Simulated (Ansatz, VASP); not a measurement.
# PbS: VASP beside Ansatz

Contents of INCAR:

```
SYSTEM = PbS
PREC = Accurate
ENCUT = 520
EDIFF = 1E-7
ISMEAR = 0
SIGMA = 0.1
LREAL = .False.
LASPH = .True.
NELM = 100
ALGO = Normal
ISIF = 2
LWAVE = .False.
LCHARG = .False.
GGA = PE
IVDW = 12
NBANDS = 17
```

The input KPOINTS:

```
Automatic mesh
0
Gamma
  6 6 6
  0 0 0
```

The input POSCAR:

```
PbS
1.0
    2.1126617058      1.2197458045      3.4519162518
   -2.1126617058      1.2197458045      3.4519162518
    0.0000000000     -2.4394916091      3.4519162518
Pb S
1 1
Direct
    0.9805657800      0.9805657800      0.9805657800
    0.4750355500      0.4750355500      0.4750355500
```

Input for Ansatz:

```yaml
crystal:
  lattice:
    - [2.1126617058, 1.2197458045, 3.4519162518]
    - [-2.1126617058, 1.2197458045, 3.4519162518]
    - [0.0, -2.4394916091, 3.4519162518]
  atoms:
    - { symbol: Pb, position: [0.98056578, 0.98056578, 0.98056578] }
    - { symbol: S, position: [0.47503555, 0.47503555, 0.47503555] }
basis: {}
kpoints:
  mp_grid: { grid: [6, 6, 6] }
hamiltonian:
  xc: pbe
  dispersion: d3bj
scf:
  occupations: { method: gaussian, width: 0.1 }
output:
  forces: true
  stress: true
  eigenvalues: true
```

Alike in both runs: task single point; functional PBE; dispersion D3(BJ); k mesh 6 × 6 × 6; occupations gaussian, width 0.1 eV; no spin polarisation.

|  | VASP | Ansatz |
| --- | --- | --- |
| version | VASP 6.6.1 | Ansatz 0.2.0 |
| potentials or method | VASP PAW PBE potentials, release 64 (Pb_d, S) | scalar-relativistic, plane waves, PAW |
| plane-wave cutoff (eV) | 520 | 420 |
| valence electrons in the cell | 20 | 20 |

Ansatz gave:

- gap on the k mesh at the Fermi level (eV): 0.45
- least direct gap on the mesh (eV): 0.45
- pressure (GPa): -1.2
- rms of the force components (eV/Å): 0.006

Estimate VASP's values.

gap on the k mesh at the Fermi level (eV): 0.46; least direct gap on the mesh (eV): 0.46; pressure (GPa): -1.2; rms of the force components (eV/Å): 0.007.

Atom by atom the forces differ by 0.000 eV/Å (rms over components).

Spin-orbit coupling is off throughout.
